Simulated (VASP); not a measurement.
# MgAl15HN16 (a cell with a defect) (Mg_Al-H) in VASP: single point with PBE

Aim: the single point of MgAl15HN16 (a cell with a defect) (Mg_Al-H) with PBE.

All numbers are computed with VASP 6.6.1; they aren't measurements. Logs are shortened: lines on timing, memory, paths and dates and some standing lists are left out, and cuts for length are marked.

## Step 1: The cell of the first run

The cell holds a defect, 33 atoms: a = 6.260 Å, b = 6.260 Å, c = 10.035 Å, α = 90.00°, β = 90.00°, γ = 120.00°.

## Step 2: Single point, PBE, collinear spin

File INCAR:

```
PREC     = Accurate       # precision mode
ENCUT    = 520            # plane-wave cutoff, eV
EDIFF    = 1E-7           # SCF threshold, eV
ISMEAR   = 0              # smearing method
SIGMA    = 0.01           # smearing width, eV
LREAL    = Auto         
LASPH    = True           # aspherical terms in the spheres
NELM     = 150            # most SCF steps
ALGO     = Normal         # electronic algorithm
ISIF     = 2              # what is computed and relaxed
LWAVE    = False          # write WAVECAR
LCHARG   = True           # write CHGCAR
ISPIN    = 2              # spin polarisation
MAGMOM   = 0 0 0 0 0 0 0 0 0 0 0 0 0 0 0 0.01 0.06 0 0 0.01 0.09 0.05 0 0 0.09 0.05 0 0 0 0.03 0 0 0.44 # initial moments
LORBIT   = 11             # projections on sites
NUPDOWN  = 1.0            # fixed moment
GGA      = PE             # functional
LELF     = True           # ELF
LVHAR    = True         
NBANDS   = 90             # bands
NELECT   = 129.0
```

File KPOINTS:

```
Automatic mesh
0
Gamma
  1 1 1
  0.25 0.25 0.25
```

File POSCAR:

```
MgAl15HN16
1.0
    6.2595139102      0.0000000601      0.0000000000
   -3.1297570100      5.4208980298      0.0000000000
    0.0000000000      0.0000000000     10.0348065900
Al Mg N H
15 1 16 1
Direct
    0.3343102750      0.1657244489      0.2535537979
    0.3304621925      0.1695411465      0.7531627905
    0.1641650108      0.3358366551      1.0027881081
    0.3339074548      0.6745103610      0.2531340392
    0.1674653104      0.8380928817      0.5015658368
    0.3301655382      0.6671815887      0.7535583434
    0.1630212823      0.8356079036      1.0014194957
    0.8255151086      0.1662043153      0.2531433190
    0.6620498289      0.3325872664      0.5015394919
    0.8327293807      0.1696873197      0.7535163970
    0.6644052483      0.3370141275      1.0014039809
    0.8311404890      0.6689775979      0.2524572071
    0.6627772221      0.8372523931      0.5018697982
    0.8311264802      0.6688005548      0.7504074037
    0.6647216971      0.8352934803      1.0015247148
    0.1638965513      0.3362350865      0.5040910777
    0.3357534310      0.1643333263      0.4407758655
    0.1658707831      0.3341536057      0.1926806551
    0.3304707813      0.1694943209      0.9430495080
    0.1655239714      0.3343878254      0.7057584986
    0.3369108335      0.6838600091      0.4407511019
    0.1586378071      0.8307979085      0.1878562168
    0.3304478889      0.6721849261      0.9435494364
    0.1659633574      0.8344730865      0.6928654775
    0.8162544946      0.1631291556      0.4407383348
    0.6691018679      0.3414044045      0.1878433213
    0.8277887392      0.1695190764      0.9435257442
    0.6655409866      0.3338799717      0.6928442926
    0.8299023628      0.6701340319      0.4426712760
    0.6687633470      0.8313916397      0.1883065967
    0.8296282639      0.6703111869      0.9392705840
    0.6652267786      0.8344496822      0.6934748696
    0.4999572354     -0.0000532848      0.3331484190
```

Potentials or basis: VASP PAW PBE potentials, release 64 (Al, Mg, N, H).

On the command line:

```bash
> cat potpaw_PBE.64/Al/POTCAR potpaw_PBE.64/Mg/POTCAR potpaw_PBE.64/N/POTCAR potpaw_PBE.64/H/POTCAR > POTCAR
> mpirun -np 1 vasp_std > vasp.out
```

OUTCAR:

```text
PREC = Accurate
   ENCUT = 520
   EDIFF = 1E-7
   ISMEAR = 0
   LREAL = Auto
   LASPH = True
   NELM = 150
   ISIF = 2
   ISPIN = 2
   LORBIT = 11
   NUPDOWN = 1.0
   GGA = PE
   NELECT = 129.0

 ion  position               nearest neighbor table
   1  0.334  0.166  0.254-  17 1.88  18 1.93  26 1.93  22 1.93  33 1.97   5 3.06   9 3.06   8 3.07
                             4 3.07   7 3.10  11 3.10   3 3.12  16 3.12  12 3.13  12 3.13   4 3.19
   2  0.330  0.170  0.753-  20 1.85  19 1.91  24 1.91  28 1.91  11 3.08   7 3.08  16 3.08   3 3.09
                             5 3.10   9 3.10   6 3.12  10 3.12  14 3.13  14 3.13  10 3.14   6 3.14
   3  0.164  0.336  0.003-  19 1.90  18 1.91  23 1.92  27 1.92   6 3.08  10 3.08   2 3.09   8 3.11
                             4 3.11   1 3.12  11 3.13   7 3.13  15 3.13  15 3.13   7 3.13  11 3.13
   4  0.334  0.675  0.253-  21 1.88  22 1.91  30 1.93  33 1.94  18 1.94  13 3.07   5 3.07   1 3.07
                             8 3.08  15 3.10   7 3.10   3 3.11  16 3.12  12 3.13  12 3.13   8 3.18
   5  0.167  0.838  0.502-  21 1.86  17 1.87  24 1.92  29 1.92   1 3.06   4 3.07  14 3.09  12 3.09
                             9 3.10   2 3.10  13 3.10   6 3.11  16 3.13  16 3.13  13 3.16   9 3.16
   6  0.330  0.667  0.754-  20 1.87  24 1.90  23 1.91  32 1.91  15 3.08   3 3.08  16 3.08   7 3.08
                            13 3.10   5 3.11  10 3.11   2 3.12  14 3.13  14 3.13   2 3.14  10 3.15
   7  0.163  0.836  0.001-  22 1.87  23 1.89  19 1.90  31 1.91   2 3.08   6 3.08  14 3.10  12 3.10
                             1 3.10   4 3.10  15 3.12  11 3.12   3 3.13   3 3.13  11 3.14  15 3.14
   8  0.826  0.166  0.253-  25 1.88  26 1.91  30 1.93  33 1.94  18 1.94  13 3.07   9 3.07   1 3.07
                             4 3.08  15 3.10  11 3.10   3 3.11  16 3.12  12 3.13  12 3.13   4 3.18
   9  0.662  0.333  0.502-  25 1.86  17 1.87  28 1.92  29 1.92   1 3.06   8 3.07  14 3.09  12 3.09
[... 16 lines left out ...]
  18  0.166  0.334  0.193-   3 1.91   1 1.93   4 1.94   8 1.94
  19  0.330  0.169  0.943-   3 1.90   7 1.90  11 1.90   2 1.91
  20  0.166  0.334  0.706-   2 1.85  10 1.87   6 1.87  16 2.02
  21  0.337  0.684  0.441-   5 1.86  13 1.87   4 1.88  16 1.99
  22  0.159  0.831  0.188-   7 1.87  12 1.89   4 1.91   1 1.93
[... 8 lines left out ...]
  31  0.830  0.670  0.939-  15 1.89  14 1.90  11 1.91   7 1.91
  32  0.665  0.834  0.693-  14 1.89   6 1.91  10 1.91  13 1.92
  33  0.500  1.000  0.333-   4 1.94   8 1.94   1 1.97

  LATTYP: Found a hexagonal cell.
 ALAT       =     6.2595139102
 C/A-ratio  =     1.6031287308

  Lattice vectors:

 A1 = (   6.2595139102,   0.0000000601,   0.0000000000)
 A2 = (  -3.1297570100,   5.4208980298,   0.0000000000)
 A3 = (   0.0000000000,   0.0000000000,  10.0348065900)

Analysis of symmetry for initial positions (statically):
=====================================================================
 Subroutine PRICEL returns:
 Original cell was already a primitive cell.

 Routine SETGRP: Setting up the symmetry group for a
 hexagonal supercell.

 Subroutine GETGRP returns: Found  1 space group operations
 (whereof  1 operations were pure point group operations)
 out of a pool of 24 trial point group operations.

The static configuration has the point symmetry C_1 .

Analysis of symmetry for dynamics (positions and initial velocities):
=====================================================================
 Subroutine PRICEL returns:
 Original cell was already a primitive cell.

 Routine SETGRP: Setting up the symmetry group for a
 hexagonal supercell.

 Subroutine GETGRP returns: Found  1 space group operations
 (whereof  1 operations were pure point group operations)
 out of a pool of 24 trial point group operations.

The dynamic configuration has the point symmetry C_1 .

Analysis of structural, dynamic, and magnetic symmetry:
=====================================================================
 Subroutine PRICEL returns:
 Original cell was already a primitive cell.

 Routine SETGRP: Setting up the symmetry group for a
 hexagonal supercell.

 Subroutine GETGRP returns: Found  1 space group operations
 (whereof  1 operations were pure point group operations)
 out of a pool of 24 trial point group operations.

The overall configuration has the point symmetry C_1 .

 Subroutine INISYM returns: Found  1 space group operations
 (whereof  1 operations are pure point group operations),
 and found     1 'primitive' translations

----------------------------------------------------------------------------------------

                                     Primitive cell
[... 124 lines left out ...]
 SYSTEM =  unknown system
   PREC   = accura    normal or accurate (medium, high low for compatibility)
   ISTART =      0    job   : 0-new  1-cont  2-samecut
   ICHARG =      2    charge: 1-file 2-atom 10-const
   ISPIN  =      2    spin polarized calculation?
   LNONCOLLINEAR =      F non collinear calculations
   LSORBIT =      F    spin-orbit coupling
   LASPH  =      T    aspherical Exc in radial PAW
   ENCUT  =  520.0 eV  38.22 Ry    6.18 a.u.  11.64 11.64 18.66*2*pi/ulx,y,z
   NELM   =    150;   NELMIN=  2; NELMDL= -5     # of ELM steps
   EDIFF  = 0.1E-06   stopping-criterion for ELM
   LREAL  =      T    real-space projection
   EDIFFG = 0.1E-05   stopping-criterion for IOM
   NSW    =      0    number of steps for IOM
   IBRION =     -1    ionic relax: 0-MD 1-quasi-New 2-CG
   NFREE  =      0    steps in history (QN), initial steepest desc. (CG)
   ISIF   =      2    stress and relaxation
   ISYM   =      2    0-nonsym 1-usesym 2-fastsym
   POTIM  = 0.5000    time-step for ionic-motion
   TEBEG  =    0.0;   TEEND  =   0.0 temperature during run
   PSTRESS=    0.0 pullay stress
   NELECT =     129.0000    total number of electrons
   NUPDOWN=       1.0000    fix difference up-down
   EMIN   =  10.00;   EMAX   =-10.00  energy-range for DOS
   EFERMI =   0.00;   METHOD = LEGACY
   ISMEAR =     0;   SIGMA  =   0.01  broadening in eV -4-tet -1-fermi 0-gaus
   EFERMI_NEDOS =   21; number of points for ismear=-14 and -15
   IALGO  =     38    algorithm
   IMIX   =      4    mixing-type and parameters
     AMIX     =   0.40;   BMIX     =  1.00
     AMIX_MAG =   1.60;   BMIX_MAG =  1.00
  volume/ion in A,a.u.               =      10.32        69.63
  Fermi-wavevector in a.u.,A,eV,Ry     =   1.184580  2.238532 19.092105  1.403230
  Thomas-Fermi vector in A             =   2.320791
   LORBIT       =     11    0 simple, 1 ext, 2 COOP (PROOUT), +10 PAW based schemes
   GGA     = PE    functional components
   LHFCALC =     F    Hartree Fock is set to
   AEXX    =    0.0000 exact exchange contribution
   IVDW    =     0    specifies the selected vdW correction
   LEPSILON=     F    determine dielectric tensor
   LRPA    =     F    only Hartree local field effects (RPA)
 spin polarized calculation
 Gauss-broadening in eV      SIGMA  =   0.01
  energy-cutoff  :      520.00
  volume of cell :      340.50
 maximum number of plane-waves:      9148
 NGX is ok and might be reduce to    48
   NGX = 23   NGY = 23   NGZ = 37

 number of electron     129.0000006 magnetization       1.0000013

 Free energy of the ion-electron system (eV)
  ---------------------------------------------------
  ext. energy  EPLUGINS =         0.00000000
  ---------------------------------------------------
  free energy    TOTEN  =      -230.13804829 eV

  energy without entropy =     -230.13804829  energy(sigma->0) =     -230.13804829

 E-fermi :   5.8192     XC(G=0): -10.8993

 val. band max:        7.4317432979   @ k =  -0.2500  -0.2500   0.2500
 cond. band min:       8.6188823223   @ k =   0.5000   0.2500   0.2500
 fundamental gap:      1.1871390244
 Fermi energy:         7.5503362841

 spin component 1

 k-point     1 :       0.2500    0.2500    0.2500
  band No.  band energies     occupation
      1      -8.7797      1.00000
      2      -8.3299      1.00000
      3      -8.1913      1.00000
      4      -8.0706      1.00000
      5      -7.8176      1.00000
      6      -7.6556      1.00000
[... 463 lines left out ...]
     75      12.6553      0.00000
     76      12.9172      0.00000
 Fermi energy:         5.8192426507

 spin component 2

 k-point     1 :       0.2500    0.2500    0.2500
  band No.  band energies     occupation
      1      -8.7549      1.00000
      2      -8.2846      1.00000
      3      -8.1673      1.00000
      4      -8.0574      1.00000
      5      -7.7743      1.00000
      6      -7.6284      1.00000
[... 463 lines left out ...]
     75      12.6808      0.00000
     76      12.9477      0.00000
 [bands above 76 left out]

------------------------ aborting loop because EDIFF is reached ----------------------------------------

  FORCE on cell =-STRESS in cart. coord.  units (eV):
  Direction    XX          YY          ZZ          XY          YZ          ZX
  --------------------------------------------------------------------------------------
  -------------------------------------------------------------------------------------
  Total       14.2749564     12.2733928     24.0266502     -1.7240743     -0.0038445     -0.0141435
  in kB       67.1683249     57.7503155    113.0532240     -8.1123318     -0.0180896     -0.0665496
  external PRESSURE =      79.3239548 kB  Pullay stress =       0.0000000 kB

 VOLUME and BASIS-vectors are now :
 -----------------------------------------------------------------------------
  energy-cutoff  :      520.00
  volume of cell :      340.50
      direct lattice vectors                 reciprocal lattice vectors
     6.259513910  0.000000060  0.000000000     0.159756813  0.092235641  0.000000000
    -3.129757010  5.420898030  0.000000000    -0.000000002  0.184471279  0.000000000
     0.000000000  0.000000000 10.034806590     0.000000000  0.000000000  0.099653141

 POSITION                                       TOTAL-FORCE (eV/Angst)
 -----------------------------------------------------------------------------------
      1.57394      0.89838      2.54436         0.097043     -0.058962     -0.028271
      1.53791      0.91907      7.55784         0.128929     -0.075350      0.004468
     -0.02349      1.82054      0.02798        -0.119090      0.066313      0.001021
     -0.02096      3.65645      2.54015         0.099051     -0.062677      0.003149
     -1.57478      4.54322      5.03312        -0.102884      0.057883      0.005401
     -0.02144      3.61672      7.56181         0.108788     -0.074419     -0.003550
[... 25 lines left out ...]
      1.55237      4.52347      6.95889        -0.175224      0.113619     -0.067666
     -0.00010      5.42061      3.34308        -0.053341      0.032057      0.001249
 -----------------------------------------------------------------------------------
    total drift:                               -0.009865      0.006019      0.035011

  FREE ENERGIE OF THE ION-ELECTRON SYSTEM (eV)
  ---------------------------------------------------
  free  energy   TOTEN  =      -230.1380482892 eV

  energy  without entropy=     -230.1380482892  energy(sigma->0) =     -230.13804829

 total charge

# of ion       s       p       d       tot
------------------------------------------
    1        0.370   0.429   0.000   0.799
    2        0.379   0.441   0.000   0.820
    3        0.375   0.429   0.000   0.804
    4        0.370   0.430   0.000   0.799
    5        0.380   0.444   0.000   0.824
    6        0.378   0.441   0.000   0.819
[... 25 lines left out ...]
   32        1.230   2.615   0.000   3.845
   33        0.500   0.018   0.000   0.518
--------------------------------------------------
tot         26.080  48.715   0.086  74.881

 magnetization (x)

# of ion       s       p       d       tot
------------------------------------------
    1       -0.001   0.000   0.000  -0.001
    2       -0.000   0.000   0.000   0.000
    3       -0.000   0.000   0.000  -0.000
    4       -0.001  -0.000   0.000  -0.001
    5        0.001   0.002   0.000   0.002
    6       -0.000   0.000   0.000   0.000
[... 25 lines left out ...]
   32        0.000  -0.000   0.000  -0.000
   33        0.252   0.003   0.000   0.256
--------------------------------------------------
tot          0.270   0.331   0.003   0.603
```

It took 26 min on 1 thread of Intel Xeon Platinum 8259CL at 2.50GHz (Skylake/Cascade Lake), shared host; peak memory 0.71 GiB.

What came out:

```yaml
Free_energy: -230.1380 eV
Largest_force: 0.254 eV/Å
Net_moment: 1.00 μB per cell
Site_moments: Al -0.00, +0.00; Mg +0.02; N +0.06, +0.00, +0.01, +0.07, +0.04, -0.00; H +0.26 μB
Valence_electrons_inside_the_program's_atomic_spheres: Al 0.80, 0.82; Mg 0.53; N 3.86, 3.82, 3.85, 3.84; H 0.52
```

Forces on the atoms (eV/Å):
```
Al   0.097 -0.059 -0.028
Al   0.129 -0.075  0.004
Al  -0.119  0.066  0.001
Al   0.099 -0.063  0.003
Al  -0.103  0.058  0.005
Al   0.109 -0.074 -0.004
Al  -0.122  0.056  0.002
Al   0.103 -0.055 -0.001
Al  -0.107  0.058  0.008
Al   0.122 -0.063  0.001
Al  -0.109  0.071  0.004
Al   0.113 -0.070 -0.002
Al  -0.093  0.053  0.017
Al   0.128 -0.077  0.009
Al  -0.125  0.072  0.019
Mg  -0.121  0.069  0.018
N    0.220 -0.126  0.014
N   -0.167  0.097 -0.004
N    0.184 -0.104  0.035
N   -0.198  0.115  0.002
N    0.121 -0.117 -0.008
N   -0.139  0.101  0.038
N    0.188 -0.102 -0.031
N   -0.170  0.102  0.027
N    0.161 -0.046 -0.004
N   -0.145  0.073  0.040
N    0.182 -0.110 -0.030
N   -0.184  0.105  0.028
N    0.144 -0.081  0.000
N   -0.136  0.075 -0.083
N    0.168 -0.092 -0.015
N   -0.175  0.114 -0.068
H   -0.053  0.032  0.001
```

Caveat: the k points lie up to 1.16 Å⁻¹ apart; the cell carries a net charge on a neutralising background, which shifts energy and pressure; the cell is charged against a uniform background, so pressure and absolute levels hang on convention; the total moment is fixed, so each spin has its own Fermi level.
